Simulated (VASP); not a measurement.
# GaAs (Fm-3m) in VASP: a series of runs

Aim: see how the results for GaAs move with the level of theory and the settings. Levels: HSE06, PBE0. Tasks: single point, relaxation of cell and atoms.

Program: VASP 6.6.1. These are calculated values, not measurements. Logs are shortened: lines on timing, memory, paths and dates and some standing lists are left out, and cuts for length are marked.

**1. The cell of the first run**

Symmetry: Fm-3m, No. 225, cubic system. Conventional cell: a = 5.328 Å, b = 5.328 Å, c = 5.328 Å, α = 90.00°, β = 90.00°, γ = 90.00°. Ga (site symmetry m-3m) has 6 As at 2.66 Å within 3.5 Å. As (site symmetry m-3m) has 6 Ga at 2.66 Å within 3.5 Å.

**2. Single point, HSE06**

POSCAR reads:

```
GaAs
1.0
    0.0000000000      2.6637641136      2.6637641136
    2.6637641136      0.0000000000      2.6637641136
    2.6637641136      2.6637641136      0.0000000000
Ga As
1 1
Direct
    0.0000000000      0.0000000000      0.0000000000
    0.5000000000      0.5000000000      0.5000000000
```

INCAR.step1 reads:

```
SYSTEM = GaAs
ALGO     = Normal         ! electronic algorithm
EDIFF    = 1E-5           ! SCF threshold, eV
ENCUT    = 520            ! plane-wave cutoff, eV
GGA      = PE             ! functional
ISIF     = 2              ! what is computed and relaxed
ISMEAR   = -1             ! smearing method
LASPH    = .TRUE.         ! aspherical terms in the spheres
LCHARG   = .FALSE.        ! write CHGCAR
LREAL    = .FALSE.        ! projectors in reciprocal space
LWAVE    = .TRUE.         ! write WAVECAR
NBANDS   = 16             ! bands
NELM     = 100            ! most SCF steps
PREC     = Accurate       ! precision mode
SIGMA    = 0.05           ! smearing width, eV
```

INCAR.step2 reads:

```
SYSTEM = GaAs
ALGO     = Normal         ! electronic algorithm
EDIFF    = 1E-6           ! SCF threshold, eV
ENCUT    = 520            ! plane-wave cutoff, eV
GGA      = PE             ! functional
HFSCREEN = 0.2079         ! screening, 1/A
ISIF     = 2              ! what is computed and relaxed
ISMEAR   = -1             ! smearing method
ISTART   = 1            
LASPH    = .TRUE.         ! aspherical terms in the spheres
LCHARG   = .FALSE.        ! write CHGCAR
LHFCALC  = .TRUE.         ! exact exchange
LREAL    = .FALSE.        ! projectors in reciprocal space
LWAVE    = .FALSE.        ! write WAVECAR
NBANDS   = 16             ! bands
NELM     = 100            ! most SCF steps
PREC     = Accurate       ! precision mode
PRECFOCK = Normal       
SIGMA    = 0.05           ! smearing width, eV
```

KPOINTS reads:

```
k-points
0
G
  5 5 5
  0 0 0
```

Potentials or basis: VASP PAW PBE potentials, release 64 (Ga_d, As).

Command:

```sh
$ cat potpaw_PBE.64/Ga_d/POTCAR potpaw_PBE.64/As/POTCAR > POTCAR
$ cp INCAR.step1 INCAR
$ mpirun -np 1 vasp_std > vasp.out
$ cp INCAR.step2 INCAR
$ mpirun -np 1 vasp_std > vasp.out
```

OUTCAR:

```text
SYSTEM = GaAs
   EDIFF = 1E-6
   ENCUT = 520
   GGA = PE
   HFSCREEN = 0.2079
   ISIF = 2
   ISMEAR = -1
   ISTART = 1
   LASPH = .TRUE.
   LHFCALC = .TRUE.
   LREAL = .FALSE.
   NELM = 100
   PREC = Accurate
   PRECFOCK = Normal

 ion  position               nearest neighbor table
   1  0.000  0.000  0.000-   2 2.66   2 2.66   2 2.66   2 2.66   2 2.66   2 2.66
   2  0.500  0.500  0.500-   1 2.66   1 2.66   1 2.66   1 2.66   1 2.66   1 2.66

  LATTYP: Found a face centered cubic cell.
 ALAT       =     5.3275282272

  Lattice vectors:

 A1 = (   0.0000000000,   2.6637641136,   2.6637641136)
 A2 = (   2.6637641136,   0.0000000000,   2.6637641136)
 A3 = (   2.6637641136,   2.6637641136,   0.0000000000)

Analysis of symmetry for initial positions (statically):
=====================================================================
 Subroutine PRICEL returns:
 Original cell was already a primitive cell.

 Routine SETGRP: Setting up the symmetry group for a
 face centered cubic supercell.

 Subroutine GETGRP returns: Found 48 space group operations
 (whereof 48 operations were pure point group operations)
 out of a pool of 48 trial point group operations.

The static configuration has the point symmetry O_h .

Analysis of symmetry for dynamics (positions and initial velocities):
=====================================================================
 Subroutine PRICEL returns:
 Original cell was already a primitive cell.

 Routine SETGRP: Setting up the symmetry group for a
 face centered cubic supercell.

 Subroutine GETGRP returns: Found 48 space group operations
 (whereof 48 operations were pure point group operations)
 out of a pool of 48 trial point group operations.

The dynamic configuration has the point symmetry O_h .

 Subroutine INISYM returns: Found 48 space group operations
 (whereof 48 operations are pure point group operations),
 and found     1 'primitive' translations

----------------------------------------------------------------------------------------

                                     Primitive cell

  volume of cell :      37.8022

  direct lattice vectors                    reciprocal lattice vectors
     0.000000000  2.663764114  2.663764114    -0.187704308  0.187704308  0.187704308
     2.663764114  0.000000000  2.663764114     0.187704308 -0.187704308  0.187704308
     2.663764114  2.663764114  0.000000000     0.187704308  0.187704308 -0.187704308

  length of vectors
     3.767131336  3.767131336  3.767131336     0.325113399  0.325113399  0.325113399

  position of ions in fractional coordinates (direct lattice)
     0.000000000  0.000000000  0.000000000
     0.500000000  0.500000000  0.500000000

  ion indices of the primitive-cell ions
   primitive index   ion index
                 1           1
                 2           2

----------------------------------------------------------------------------------------

 KPOINTS: k-points

Automatic generation of k-mesh.
 Grid dimensions read from file:
 generate k-points for:    5    5    5

 Generating k-lattice:

  Cartesian coordinates                     Fractional coordinates (reciprocal lattice)
    -0.037540862  0.037540862  0.037540862     0.200000000  0.000000000  0.000000000
     0.037540862 -0.037540862  0.037540862     0.000000000  0.200000000  0.000000000
     0.037540862  0.037540862 -0.037540862     0.000000000  0.000000000  0.200000000

  Length of vectors
     0.065022680  0.065022680  0.065022680

  Shift w.r.t. Gamma in fractional coordinates (k-lattice)
     0.000000000  0.000000000  0.000000000

 Subroutine IBZKPT returns following result:
 ===========================================

 Found     10 irreducible k-points:

 Following reciprocal coordinates:
            Coordinates               Weight
  0.000000  0.000000  0.000000      1.000000
  0.200000  0.000000  0.000000      8.000000
  0.400000  0.000000  0.000000      8.000000
  0.200000  0.200000  0.000000      6.000000
  0.400000  0.200000  0.000000     24.000000
 -0.400000  0.200000  0.000000     24.000000
 -0.200000  0.200000  0.000000     12.000000
  0.400000  0.400000  0.000000      6.000000
 -0.400000  0.400000  0.000000     12.000000
 -0.400000  0.400000  0.200000     24.000000
   k-points           NKPTS =     10   k-points in BZ     NKDIM =    125   number of bands    NBANDS=     16
   number of dos      NEDOS =    301   number of ions     NIONS =      2
   total plane-waves  NPLWV =  21952
   dimension x,y,z NGX =    28 NGY =   28 NGZ =   28
   dimension x,y,z NGXF=    56 NGYF=   56 NGZF=   56
   ions per type =               1   1
   NGX,Y,Z   is equivalent  to a cutoff of  12.36, 12.36, 12.36 a.u.
   NGXF,Y,Z  is equivalent  to a cutoff of  24.71, 24.71, 24.71 a.u.
 SYSTEM =  GaAs
   PREC   = accura    normal or accurate (medium, high low for compatibility)
   ISTART =      1    job   : 0-new  1-cont  2-samecut
   ICHARG =      0    charge: 1-file 2-atom 10-const
   ISPIN  =      1    spin polarized calculation?
   LNONCOLLINEAR =      F non collinear calculations
   LSORBIT =      F    spin-orbit coupling
   LASPH  =      T    aspherical Exc in radial PAW
   ENCUT  =  520.0 eV  38.22 Ry    6.18 a.u.   7.00  7.00  7.00*2*pi/ulx,y,z
   NELM   =    100;   NELMIN=  2; NELMDL=  0     # of ELM steps
   EDIFF  = 0.1E-05   stopping-criterion for ELM
   LREAL  =      F    real-space projection
   EDIFFG = 0.1E-04   stopping-criterion for IOM
   NSW    =      0    number of steps for IOM
   IBRION =     -1    ionic relax: 0-MD 1-quasi-New 2-CG
   NFREE  =      0    steps in history (QN), initial steepest desc. (CG)
   ISIF   =      2    stress and relaxation
   ISYM   =      3    0-nonsym 1-usesym 2-fastsym
   POTIM  = 0.5000    time-step for ionic-motion
   TEBEG  =    0.0;   TEEND  =   0.0 temperature during run
   PSTRESS=    0.0 pullay stress
   NELECT =      18.0000    total number of electrons
   NUPDOWN=      -1.0000    fix difference up-down
   EMIN   =  10.00;   EMAX   =-10.00  energy-range for DOS
   EFERMI =   0.00;   METHOD = LEGACY
   ISMEAR =    -1;   SIGMA  =   0.05  broadening in eV -4-tet -1-fermi 0-gaus
   EFERMI_NEDOS =   21; number of points for ismear=-14 and -15
   IALGO  =     38    algorithm
   IMIX   =      1    mixing-type and parameters
     AMIX     =   0.40;   BMIX     =  1.00
     AMIX_MAG =   1.60;   BMIX_MAG =  1.00
  volume/ion in A,a.u.               =      18.90       127.55
  Fermi-wavevector in a.u.,A,eV,Ry     =   1.278380  2.415788 22.235388  1.634255
  Thomas-Fermi vector in A             =   2.410926
   LORBIT       =      0    0 simple, 1 ext, 2 COOP (PROOUT), +10 PAW based schemes
   GGA     = PE    functional components
   LHFCALC =     T    Hartree Fock is set to
   PRECFOCK=normal    Normal, Fast or Accurate (Low or Medium for compatibility)
   ENCUT4O =  -1.0   cutoff for four orbital integrals eV
   NKREDX  =     1    reduce k-point grid by
   NKREDY  =     1    reduce k-point grid by
   NKREDZ  =     1    reduce k-point grid by
   AEXX    =    0.2500 exact exchange contribution
   HFSCREEN=    0.2079 screening length (either q_TF or 0.3 A-1)
   HFSCREENC=   0.2079 screening length for correlation (either q_TF or 0.3 A-1)
   ENCUTFOCK=  -1.0 apply spherical cutoff to Coloumb kernel
   IVDW    =     0    specifies the selected vdW correction
   LEPSILON=     F    determine dielectric tensor
   LRPA    =     F    only Hartree local field effects (RPA)
 non-spin polarized calculation
  energy-cutoff  :      520.00
  volume of cell :       37.80
 maximum number of plane-waves:      1031
  NGX = 24; NGY = 24; NGZ = 24

 number of electron      17.9999983 magnetization

 Free energy of the ion-electron system (eV)
  ---------------------------------------------------
  ext. energy  EPLUGINS =         0.00000000
  ---------------------------------------------------
  free energy    TOTEN  =        -8.92763733 eV

  energy without entropy =       -8.91794568  energy(sigma->0) =       -8.92279151

 E-fermi :   5.5944     XC(G=0):  -8.8883

 val. band max:        5.5656826313   @ k =   0.4000   0.0000   0.0000
 cond. band min:       5.9427972518   @ k =   0.4000   0.2000   0.0000
 fundamental gap:      0.3771146205
 Fermi energy:         5.5944036458

 k-point     1 :       0.0000    0.0000    0.0000
  band No.  band energies     occupation
      1     -12.3630      2.00000
      2     -12.3630      2.00000
      3     -12.3341      2.00000
      4     -12.3341      2.00000
      5     -12.3341      2.00000
      6      -9.4616      2.00000
[... 8 lines left out ...]
     15      14.1680      0.00000
     16      14.1680      0.00000

 k-point     2 :       0.2000    0.0000    0.0000
  band No.  band energies     occupation
      1     -12.3727      2.00000
      2     -12.3727      2.00000
      3     -12.3352      2.00000
      4     -12.3250      2.00000
      5     -12.3250      2.00000
      6      -8.8540      2.00000
[... 8 lines left out ...]
     15      14.7111      0.00000
     16      14.7111      0.00000

 k-point     3 :       0.4000    0.0000    0.0000
  band No.  band energies     occupation
      1     -12.3906      2.00000
      2     -12.3906      2.00000
      3     -12.3390      2.00000
      4     -12.3079      2.00000
      5     -12.3079      2.00000
      6      -7.2714      2.00000
[... 8 lines left out ...]
     15      18.1030      0.00000
     16      18.1030      0.00000

 k-point     4 :       0.2000    0.2000    0.0000
  band No.  band energies     occupation
      1     -12.4011      2.00000
      2     -12.3569      2.00000
      3     -12.3415      2.00000
      4     -12.3201      2.00000
      5     -12.3201      2.00000
      6      -8.6376      2.00000
[... 8 lines left out ...]
     15      16.9388      0.00000
     16      16.9388      0.00000
[... 58 lines left out ...]
 k-point     8 :       0.4000    0.4000    0.0000
  band No.  band energies     occupation
      1     -12.4908      2.00000
      2     -12.3535      2.00000
      3     -12.3469      2.00000
      4     -12.2950      2.00000
      5     -12.2950      2.00000
      6      -6.4555      2.00000
[... 8 lines left out ...]
     15      19.4374      0.00000
     16      22.2397      0.00000

 k-point     9 :      -0.4000    0.4000    0.0000
  band No.  band energies     occupation
      1     -12.4837      2.00000
      2     -12.3585      2.00000
      3     -12.3453      2.00000
      4     -12.3001      2.00000
      5     -12.2941      2.00000
      6      -5.7095      2.00000
[... 8 lines left out ...]
     15      19.7618      0.00000
     16      20.6111      0.00000

 k-point    10 :      -0.4000    0.4000    0.2000
  band No.  band energies     occupation
      1     -12.4577      2.00000
      2     -12.3706      2.00000
      3     -12.3341      2.00000
      4     -12.3147      2.00000
      5     -12.2952      2.00000
      6      -6.0511      2.00000
[... 8 lines left out ...]
     15      17.5638      0.00000
     16      21.1084      0.00000

------------------------ aborting loop because EDIFF is reached ----------------------------------------

  FORCE on cell =-STRESS in cart. coord.  units (eV):
  Direction    XX          YY          ZZ          XY          YZ          ZX
  --------------------------------------------------------------------------------------
  -------------------------------------------------------------------------------------
  Total       -0.0090083     -0.0090083     -0.0090083     -0.0000000      0.0000000     -0.0000000
  in kB       -0.3818011     -0.3818011     -0.3818011     -0.0000000      0.0000000     -0.0000000
  external PRESSURE =      -0.3818011 kB  Pullay stress =       0.0000000 kB

 VOLUME and BASIS-vectors are now :
 -----------------------------------------------------------------------------
  energy-cutoff  :      520.00
  volume of cell :       37.80
      direct lattice vectors                 reciprocal lattice vectors
     0.000000000  2.663764114  2.663764114    -0.187704308  0.187704308  0.187704308
     2.663764114  0.000000000  2.663764114     0.187704308 -0.187704308  0.187704308
     2.663764114  2.663764114  0.000000000     0.187704308  0.187704308 -0.187704308

 POSITION                                       TOTAL-FORCE (eV/Angst)
 -----------------------------------------------------------------------------------
      0.00000      0.00000      0.00000         0.000000      0.000000     -0.000000
      2.66376      2.66376      2.66376        -0.000000     -0.000000      0.000000
 -----------------------------------------------------------------------------------
    total drift:                                0.000001     -0.000005     -0.000006

  FREE ENERGIE OF THE ION-ELECTRON SYSTEM (eV)
  ---------------------------------------------------
  free  energy   TOTEN  =        -8.9276373313 eV

  energy  without entropy=       -8.9179456819  energy(sigma->0) =       -8.92279151
```

It took 27 min on 1 thread of AMD EPYC 7R13 (Zen 3), shared host; peak memory 0.24 GiB.

Results:

| Quantity | Value |
| --- | --- |
| Free energy | -8.9276 eV |
| Pressure | 0.0 GPa |
| Band gap on the k mesh | zero (bands 9 and 10 overlap by 3.34 eV) |

Caveat: the k points lie up to 0.41 Å⁻¹ apart, too coarse for converged energies and pressures of a metal; the PAW data sets were made with another functional, which shifts forces and pressure a little.

(Part 1 of 2 ends here.)

The gap in the log of VASP goes by the Fermi energy; the results here count the filled bands.